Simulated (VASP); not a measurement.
# SnO2 (Pnnm) in VASP: a series of runs, part 2 of 2

VASP 6.6.1. Earlier steps stand in the parts before.

### Step 3. Single point, LDA

Contents of INCAR:

```
SYSTEM = SnO2
PREC = Accurate
ENCUT = 520
EDIFF = 1E-7
ISMEAR = 0
SIGMA = 0.01
LREAL = .False.
LASPH = .True.
NELM = 100
ALGO = Normal
ISIF = 2
LWAVE = .False.
LCHARG = .True.
LELF = .True.
LVHAR = .True.
NBANDS = 35
```

Contents of KPOINTS:

```
Automatic mesh
0
Gamma
  2 2 4
  0 0 0
```

Contents of POSCAR:

```
SnO2
1.0
    4.7880040000      0.0000000000      0.0000000000
    0.0000000000      4.8665820000      0.0000000000
    0.0000000000      0.0000000000      3.2408980000
Sn O
2 4
Direct
    0.5000000000      0.5000000000      0.5000000000
    0.0000000000      0.0000000000      0.0000000000
    0.2918550000      0.3210420000      0.0000000000
    0.7918550000      0.1789580000      0.5000000000
    0.2081450000      0.8210420000      0.5000000000
    0.7081450000      0.6789580000      0.0000000000
```

Potentials or basis: VASP PAW LDA potentials, release 64 (Sn_d, O).

Command:

```bash
$ cat potpaw_LDA.64/Sn_d/POTCAR potpaw_LDA.64/O/POTCAR > POTCAR
$ mpirun -np 1 vasp_std > vasp.out
```

OUTCAR:

```text
SYSTEM = SnO2
   PREC = Accurate
   ENCUT = 520
   EDIFF = 1E-7
   ISMEAR = 0
   LREAL = .False.
   LASPH = .True.
   NELM = 100
   ISIF = 2

 ion  position               nearest neighbor table
   1  0.500  0.500  0.500-   3 2.09   6 2.09   3 2.09   6 2.09   5 2.10   4 2.10
   2  0.000  0.000  0.000-   4 2.09   5 2.09   4 2.09   5 2.09   3 2.10   6 2.10
   3  0.292  0.321  0.000-   1 2.09   1 2.09   2 2.10
   4  0.792  0.179  0.500-   2 2.09   2 2.09   1 2.10
   5  0.208  0.821  0.500-   2 2.09   2 2.09   1 2.10
   6  0.708  0.679  0.000-   1 2.09   1 2.09   2 2.10

  LATTYP: Found a simple orthorhombic cell.
 ALAT       =     3.2408980000
 B/A-ratio  =     1.4773695439
 C/A-ratio  =     1.5016152930

  Lattice vectors:

 A1 = (   0.0000000000,   0.0000000000,   3.2408980000)
 A2 = (   4.7880040000,   0.0000000000,   0.0000000000)
 A3 = (   0.0000000000,   4.8665820000,   0.0000000000)

Analysis of symmetry for initial positions (statically):
=====================================================================
 Subroutine PRICEL returns:
 Original cell was already a primitive cell.

 Routine SETGRP: Setting up the symmetry group for a
 simple orthorhombic supercell.

 Subroutine GETGRP returns: Found  8 space group operations
 (whereof  4 operations were pure point group operations)
 out of a pool of  8 trial point group operations.

The static configuration has the point symmetry C_2h.
 The point group associated with its full space group is D_2h.

Analysis of symmetry for dynamics (positions and initial velocities):
=====================================================================
 Subroutine PRICEL returns:
 Original cell was already a primitive cell.

 Routine SETGRP: Setting up the symmetry group for a
 simple orthorhombic supercell.

 Subroutine GETGRP returns: Found  8 space group operations
 (whereof  4 operations were pure point group operations)
 out of a pool of  8 trial point group operations.

The dynamic configuration has the point symmetry C_2h.
 The point group associated with its full space group is D_2h.

 Subroutine INISYM returns: Found  8 space group operations
 (whereof  4 operations are pure point group operations),
 and found     1 'primitive' translations

----------------------------------------------------------------------------------------

                                     Primitive cell

  volume of cell :      75.5169

  direct lattice vectors                    reciprocal lattice vectors
     4.788004000  0.000000000  0.000000000     0.208855298  0.000000000  0.000000000
     0.000000000  4.866582000  0.000000000     0.000000000  0.205483027  0.000000000
     0.000000000  0.000000000  3.240898000     0.000000000  0.000000000  0.308556456

  length of vectors
     4.788004000  4.866582000  3.240898000     0.208855298  0.205483027  0.308556456

  position of ions in fractional coordinates (direct lattice)
     0.500000000  0.500000000  0.500000000
     0.000000000  0.000000000  0.000000000
     0.291855000  0.321042000  0.000000000
     0.791855000  0.178958000  0.500000000
     0.208145000  0.821042000  0.500000000
     0.708145000  0.678958000  0.000000000

  ion indices of the primitive-cell ions
   primitive index   ion index
[... 38 lines left out ...]
  0.500000  0.500000  0.000000      1.000000
  0.000000  0.000000  0.250000      2.000000
  0.500000  0.000000  0.250000      2.000000
  0.000000  0.500000  0.250000      2.000000
  0.500000  0.500000  0.250000      2.000000
  0.000000  0.000000  0.500000      1.000000
  0.500000  0.000000  0.500000      1.000000
  0.000000  0.500000  0.500000      1.000000
  0.500000  0.500000  0.500000      1.000000
   k-points           NKPTS =     12   k-points in BZ     NKDIM =     12   number of bands    NBANDS=     35
   number of dos      NEDOS =    301   number of ions     NIONS =      6
   total plane-waves  NPLWV =  31104
   dimension x,y,z NGX =    36 NGY =   36 NGZ =   24
   dimension x,y,z NGXF=    72 NGYF=   72 NGZF=   48
   ions per type =               2   4
   NGX,Y,Z   is equivalent  to a cutoff of  12.50, 12.30, 12.31 a.u.
   NGXF,Y,Z  is equivalent  to a cutoff of  25.00, 24.60, 24.62 a.u.
 SYSTEM =  SnO2
   PREC   = accura    normal or accurate (medium, high low for compatibility)
   ISTART =      0    job   : 0-new  1-cont  2-samecut
   ICHARG =      2    charge: 1-file 2-atom 10-const
   ISPIN  =      1    spin polarized calculation?
   LNONCOLLINEAR =      F non collinear calculations
   LSORBIT =      F    spin-orbit coupling
   LASPH  =      T    aspherical Exc in radial PAW
   ENCUT  =  520.0 eV  38.22 Ry    6.18 a.u.   8.90  9.05  6.03*2*pi/ulx,y,z
   NELM   =    100;   NELMIN=  2; NELMDL= -5     # of ELM steps
   EDIFF  = 0.1E-06   stopping-criterion for ELM
   LREAL  =      F    real-space projection
   EDIFFG = 0.1E-05   stopping-criterion for IOM
   NSW    =      0    number of steps for IOM
   IBRION =     -1    ionic relax: 0-MD 1-quasi-New 2-CG
   NFREE  =      0    steps in history (QN), initial steepest desc. (CG)
   ISIF   =      2    stress and relaxation
   ISYM   =      2    0-nonsym 1-usesym 2-fastsym
   POTIM  = 0.5000    time-step for ionic-motion
   TEBEG  =    0.0;   TEEND  =   0.0 temperature during run
   PSTRESS=    0.0 pullay stress
   NELECT =      52.0000    total number of electrons
   NUPDOWN=      -1.0000    fix difference up-down
   EMIN   =  10.00;   EMAX   =-10.00  energy-range for DOS
   EFERMI =   0.00;   METHOD = LEGACY
   ISMEAR =     0;   SIGMA  =   0.01  broadening in eV -4-tet -1-fermi 0-gaus
   EFERMI_NEDOS =   21; number of points for ismear=-14 and -15
   IALGO  =     38    algorithm
   IMIX   =      4    mixing-type and parameters
     AMIX     =   0.40;   BMIX     =  1.00
     AMIX_MAG =   1.60;   BMIX_MAG =  1.00
  volume/ion in A,a.u.               =      12.59        84.94
  Fermi-wavevector in a.u.,A,eV,Ry     =   1.445644  2.731871 28.434627  2.089886
  Thomas-Fermi vector in A             =   2.563802
   LORBIT       =      0    0 simple, 1 ext, 2 COOP (PROOUT), +10 PAW based schemes
   GGA     = CA    functional components
   LHFCALC =     F    Hartree Fock is set to
   AEXX    =    0.0000 exact exchange contribution
   IVDW    =     0    specifies the selected vdW correction
   LEPSILON=     F    determine dielectric tensor
   LRPA    =     F    only Hartree local field effects (RPA)
 non-spin polarized calculation
 Gauss-broadening in eV      SIGMA  =   0.01
  energy-cutoff  :      520.00
  volume of cell :       75.52
 maximum number of plane-waves:      2060
 NGX is ok and might be reduce to    36
   NGX = 17   NGY = 19   NGZ = 13

 number of electron      51.9999997 magnetization

 Free energy of the ion-electron system (eV)
  ---------------------------------------------------
  ext. energy  EPLUGINS =         0.00000000
  ---------------------------------------------------
  free energy    TOTEN  =       -42.09142487 eV

  energy without entropy =      -42.09142487  energy(sigma->0) =      -42.09142487

 E-fermi :   5.1914     XC(G=0): -11.5215

 val. band max:        5.1406607314   @ k =   0.0000   0.0000   0.0000
 cond. band min:       5.8334779728   @ k =   0.0000   0.0000   0.0000
 fundamental gap:      0.6928172415
 Fermi energy:         5.1914046945

 k-point     1 :       0.0000    0.0000    0.0000
  band No.  band energies     occupation
      1     -15.6826      2.00000
      2     -15.0539      2.00000
      3     -14.8546      2.00000
      4     -14.8347      2.00000
      5     -14.8311      2.00000
      6     -14.7543      2.00000
[... 445 lines left out ...]
     34      15.5541      0.00000
     35      17.6847      0.00000

------------------------ aborting loop because EDIFF is reached ----------------------------------------

  FORCE on cell =-STRESS in cart. coord.  units (eV):
  Direction    XX          YY          ZZ          XY          YZ          ZX
  --------------------------------------------------------------------------------------
  -------------------------------------------------------------------------------------
  Total       -4.6584269     -4.6880814     -5.4849958      0.0000000      0.0000000      0.0000000
  in kB      -98.8339051    -99.4630595   -116.3705188      0.0000000      0.0000000      0.0000000
  external PRESSURE =    -104.8891611 kB  Pullay stress =       0.0000000 kB

 VOLUME and BASIS-vectors are now :
 -----------------------------------------------------------------------------
  energy-cutoff  :      520.00
  volume of cell :       75.52
      direct lattice vectors                 reciprocal lattice vectors
     4.788004000  0.000000000  0.000000000     0.208855298  0.000000000  0.000000000
     0.000000000  4.866582000  0.000000000     0.000000000  0.205483027  0.000000000
     0.000000000  0.000000000  3.240898000     0.000000000  0.000000000  0.308556456

 POSITION                                       TOTAL-FORCE (eV/Angst)
 -----------------------------------------------------------------------------------
      2.39400      2.43329      1.62045         0.000000      0.000000      0.000000
      0.00000      0.00000      0.00000         0.000000      0.000000      0.000000
      1.39740      1.56238      0.00000         0.148503      0.012235     -0.000000
      3.79140      0.87091      1.62045         0.148503     -0.012235     -0.000000
      0.99660      3.99567      1.62045        -0.148503      0.012235      0.000000
      3.39060      3.30420      0.00000        -0.148503     -0.012235      0.000000
 -----------------------------------------------------------------------------------
    total drift:                                0.000000      0.000000      0.000000

  FREE ENERGIE OF THE ION-ELECTRON SYSTEM (eV)
  ---------------------------------------------------
  free  energy   TOTEN  =       -42.0914248706 eV

  energy  without entropy=      -42.0914248706  energy(sigma->0) =      -42.09142487
```

OSZICAR:

```text
N       E                     dE             d eps       ncg     rms          rms(c)
DAV:   1     0.626307680831E+03    0.62631E+03   -0.25582E+04   934   0.228E+03
DAV:   2     0.523792978250E+02   -0.57393E+03   -0.53862E+03   904   0.604E+02
DAV:   3    -0.430086384978E+02   -0.95388E+02   -0.93843E+02   940   0.207E+02
DAV:   4    -0.479922098522E+02   -0.49836E+01   -0.49519E+01  1047   0.509E+01
DAV:   5    -0.481250325128E+02   -0.13282E+00   -0.13264E+00  1088   0.870E+00    0.152E+01
DAV:   6    -0.421858772341E+02    0.59392E+01   -0.17054E+01  1229   0.619E+01    0.620E+00
DAV:   7    -0.421896277225E+02   -0.37505E-02   -0.18987E+00   972   0.767E+00    0.312E+00
DAV:   8    -0.421059928388E+02    0.83635E-01   -0.23214E-01  1206   0.368E+00    0.718E-01
DAV:   9    -0.420912082514E+02    0.14785E-01   -0.30584E-02  1261   0.252E+00    0.120E-01
DAV:  10    -0.420914176222E+02   -0.20937E-03   -0.39050E-03  1221   0.563E-01    0.559E-02
DAV:  11    -0.420914246019E+02   -0.69797E-05   -0.17611E-04  1341   0.140E-01    0.236E-02
DAV:  12    -0.420914262701E+02   -0.16681E-05   -0.12844E-05  1050   0.230E-02    0.149E-02
DAV:  13    -0.420914248443E+02    0.14258E-05   -0.57840E-06  1141   0.202E-02    0.894E-04
DAV:  14    -0.420914248706E+02   -0.26281E-07   -0.30764E-07   921   0.374E-03
   1 F= -.42091425E+02 E0= -.42091425E+02  d E =-.231441E-14
```

stdout:

```text
POSCAR found type information on POSCAR SnO
 POSCAR found :  2 types and       6 ions
 scaLAPACK will be used
 LDA part: xc-table for (Slater(with rela. corr.)+CA(PZ))
 , standard interpolation
 POSCAR, INCAR and KPOINTS ok, starting setup
 FFT: planning ... GRIDC
 FFT: planning ... GRID_SOFT
 FFT: planning ... GRID
 WAVECAR not read
 entering main loop
```

Wall time 26 s (1 thread of Intel Xeon Platinum 8488C (Sapphire Rapids), shared host); peak memory 0.16 GiB.

Results:

| Item | Value |
| --- | --- |
| Free energy | -42.0914 eV |
| Pressure | -10.5 GPa |
| Largest force | 0.149 eV/Å |
| Band gap on the k mesh | 0.69 eV |

Forces in eV/Å, atoms in the order of the input:
```
Sn   0.000  0.000  0.000
Sn   0.000  0.000  0.000
O    0.149  0.012  0.000
O    0.149 -0.012  0.000
O   -0.149  0.012  0.000
O   -0.149 -0.012  0.000
```

Caveat: the k points lie up to 0.66 Å⁻¹ apart; semilocal functionals underestimate gaps, and a narrow one can read as zero; spin-orbit coupling is left out, which moves the levels of the heavy elements.

### Step 4. Single point, LDA

Contents of INCAR:

```
  PREC = Accurate
  ENCUT = 520
  EDIFF = 1E-6
  ISMEAR = 0
  SIGMA = 0.01
  LREAL = F
  LASPH = T
  NELM = 100
  ALGO = Normal
  ISIF = 2
  LWAVE = F
  LCHARG = F
  GGA = CA
  NBANDS = 35
```

Contents of KPOINTS:

```
regular mesh
0
Gamma
  4 4 4
```

POSCAR is that of step 3.

Command:

```bash
$ cat potpaw_LDA.64/Sn_d/POTCAR potpaw_LDA.64/O/POTCAR > POTCAR
$ mpirun -np 1 vasp_std > vasp.out
```

It took 44 s on 1 thread of Intel Xeon Platinum 8488C (Sapphire Rapids), shared host; peak memory 0.18 GiB.

The run converged. Its results:

```
Free energy            : -42.1243 eV
Pressure               : -10.4 GPa
Largest force          : 0.147 eV/Å
Band gap on the k mesh : 0.70 eV
```

Forces in eV/Å, atoms in the order of the input:
```
Sn   0.000  0.000  0.000
Sn   0.000  0.000  0.000
O    0.147 -0.005  0.000
O    0.147  0.005  0.000
O   -0.147 -0.005  0.000
O   -0.147  0.005  0.000
```

Stress tensor (GPa, compression positive):
```
 -9.80   0.00   0.00
  0.00 -10.08   0.00
  0.00   0.00 -11.29
```

Levels at points of the mesh, in eV from the valence-band top:
```csv
k point,band 22,band 23,band 24,band 25,band 26,band 27,band 28,band 29,band 30,band 31
"(0.00, 0.00, 0.00)",-1.19,-1.16,-0.64,-0.63,0.00,0.70,5.53,5.84,5.99,9.91
"(0.50, 0.00, 0.00)",-1.74,-1.14,-1.14,-0.44,-0.44,3.73,3.73,6.41,6.41,10.30
"(0.00, 0.50, 0.00)",-1.92,-1.12,-1.12,-0.57,-0.57,3.89,3.89,6.86,6.86,10.12
"(0.50, 0.50, 0.00)",-1.83,-1.26,-1.26,-0.73,-0.73,4.20,4.20,6.99,6.99,10.28
"(0.00, 0.00, 0.50)",-2.55,-1.47,-1.47,-1.05,-1.05,5.47,5.47,9.17,9.17,10.03
"(0.50, 0.00, 0.50)",-1.74,-0.83,-0.83,-0.73,-0.73,5.77,5.77,7.57,7.57,10.15
"(0.00, 0.50, 0.50)",-1.44,-1.04,-1.04,-0.62,-0.62,5.67,5.67,7.35,7.35,10.60
"(0.50, 0.50, 0.50)",-2.38,-0.85,-0.85,-0.66,-0.66,4.25,4.25,8.41,8.41,10.38
```

Caveat: the k points lie up to 0.48 Å⁻¹ apart; semilocal functionals underestimate gaps, and a narrow one can read as zero; spin-orbit coupling is left out, which moves the levels of the heavy elements.

### Step 5. Single point, LDA

Contents of INCAR:

```
SYSTEM = SnO2
PREC = Accurate ; ENCUT = 520
EDIFF = 1E-6 ; ISMEAR = 0
SIGMA = 0.01 ; LREAL = .False.
LASPH = .True. ; NELM = 60
ALGO = Normal ; ISIF = 2
LWAVE = .False. ; LCHARG = .False.
GGA = CA ; NBANDS = 35
```

Contents of KPOINTS:

```
regular mesh
0
Gamma
  4 4 6
  0 0 0
```

POSCAR is that of step 4.

Potentials or basis: VASP PAW LDA potentials, release 64 (Sn_d, O).

Command:

```bash
$ cat potpaw_LDA.64/Sn_d/POTCAR potpaw_LDA.64/O/POTCAR > POTCAR
$ mpirun -np 1 vasp_std > vasp.out
```

OUTCAR:

```text
SYSTEM = SnO2
   PREC = Accurate
   ENCUT = 520
   EDIFF = 1E-6
   ISMEAR = 0
   LREAL = .False.
   LASPH = .True.
   NELM = 60
   ISIF = 2
   GGA = CA

 ion  position               nearest neighbor table
   1  0.500  0.500  0.500-   3 2.09   6 2.09   3 2.09   6 2.09   5 2.10   4 2.10
   2  0.000  0.000  0.000-   4 2.09   5 2.09   4 2.09   5 2.09   3 2.10   6 2.10
   3  0.292  0.321  0.000-   1 2.09   1 2.09   2 2.10
   4  0.792  0.179  0.500-   2 2.09   2 2.09   1 2.10
   5  0.208  0.821  0.500-   2 2.09   2 2.09   1 2.10
   6  0.708  0.679  0.000-   1 2.09   1 2.09   2 2.10

  LATTYP: Found a simple orthorhombic cell.
 ALAT       =     3.2408980000
 B/A-ratio  =     1.4773695439
 C/A-ratio  =     1.5016152930

  Lattice vectors:

 A1 = (   0.0000000000,   0.0000000000,   3.2408980000)
 A2 = (   4.7880040000,   0.0000000000,   0.0000000000)
 A3 = (   0.0000000000,   4.8665820000,   0.0000000000)

Analysis of symmetry for initial positions (statically):
=====================================================================
 Subroutine PRICEL returns:
 Original cell was already a primitive cell.

[... 183 lines left out ...]
 cond. band min:       5.8347645985   @ k =   0.0000   0.0000   0.0000
 fundamental gap:      0.7039045064
 Fermi energy:         5.1902105363

 k-point     1 :       0.0000    0.0000    0.0000
  band No.  band energies     occupation
      1     -15.6829      2.00000
      2     -15.0533      2.00000
      3     -14.8517      2.00000
      4     -14.8326      2.00000
      5     -14.8290      2.00000
      6     -14.7512      2.00000
[... 901 lines left out ...]
     34      16.0830      0.00000
     35      17.5027      0.00000

 [... further k-points ...]

------------------------ aborting loop because EDIFF is reached ----------------------------------------

  FORCE on cell =-STRESS in cart. coord.  units (eV):
  Direction    XX          YY          ZZ          XY          YZ          ZX
  --------------------------------------------------------------------------------------
  -------------------------------------------------------------------------------------
  Total       -4.5953623     -4.7257214     -5.3870039      0.0000000      0.0000000      0.0000000
  in kB      -97.4959168   -100.2616352   -114.2915069      0.0000000      0.0000000      0.0000000
  external PRESSURE =    -104.0163530 kB  Pullay stress =       0.0000000 kB

 VOLUME and BASIS-vectors are now :
 -----------------------------------------------------------------------------
  energy-cutoff  :      520.00
  volume of cell :       75.52
      direct lattice vectors                 reciprocal lattice vectors
     4.788004000  0.000000000  0.000000000     0.208855298  0.000000000  0.000000000
     0.000000000  4.866582000  0.000000000     0.000000000  0.205483027  0.000000000
     0.000000000  0.000000000  3.240898000     0.000000000  0.000000000  0.308556456

 POSITION                                       TOTAL-FORCE (eV/Angst)
 -----------------------------------------------------------------------------------
      2.39400      2.43329      1.62045        -0.000000     -0.000000      0.000000
      0.00000      0.00000      0.00000        -0.000000     -0.000000      0.000000
      1.39740      1.56238      0.00000         0.150531     -0.003621      0.000000
      3.79140      0.87091      1.62045         0.150531      0.003621      0.000000
      0.99660      3.99567      1.62045        -0.150531     -0.003621      0.000000
      3.39060      3.30420      0.00000        -0.150531      0.003621      0.000000
 -----------------------------------------------------------------------------------
    total drift:                                0.000000      0.000000      0.000000

  FREE ENERGIE OF THE ION-ELECTRON SYSTEM (eV)
  ---------------------------------------------------
  free  energy   TOTEN  =       -42.1334946519 eV

  energy  without entropy=      -42.1334946519  energy(sigma->0) =      -42.13349465
```

It took 61 s on 1 thread of Intel Xeon Platinum 8488C (Sapphire Rapids), shared host; peak memory 0.19 GiB.

What came out:

```yaml
Free_energy: -42.1335 eV
Pressure: -10.4 GPa
Largest_force: 0.151 eV/Å
Band_gap_on_the_k_mesh: 0.70 eV
```

Forces in eV/Å, atoms in the order of the input:
```
Sn   0.000  0.000  0.000
Sn   0.000  0.000  0.000
O    0.151 -0.004  0.000
O    0.151  0.004  0.000
O   -0.151 -0.004  0.000
O   -0.151  0.004  0.000
```

Stress tensor (GPa, compression positive):
```
 -9.75   0.00   0.00
  0.00 -10.03   0.00
  0.00   0.00 -11.43
```

Caveat: the cell stands under tension; semilocal functionals underestimate gaps, and a narrow one can read as zero; spin-orbit coupling is left out, which moves the levels of the heavy elements.

### Step 6. The runs side by side

```tsv
k mesh	gap on the mesh (eV)	pressure (GPa)	largest force (eV/Å)
2 × 2 × 2	0.65	-10.0	0.08
2 × 2 × 4	0.69	-10.5	0.15
4 × 4 × 4	0.70	-10.4	0.15
4 × 4 × 6	0.70	-10.4	0.15
```

Alike in all rows: task single point; level LDA; potentials or basis VASP PAW LDA potentials, release 64 (Sn_d, O); no spin polarisation; cell as given; cutoff (eV) 520; smearing gaussian 0.01 eV.

Caveats: some runs use coarse meshes; semilocal functionals underestimate gaps, and a narrow one can read as zero; spin-orbit coupling is left out, which moves the levels of the heavy elements; the cell stands under tension (at least some runs).

Absolute energies hang on the potentials; compare differences alone.
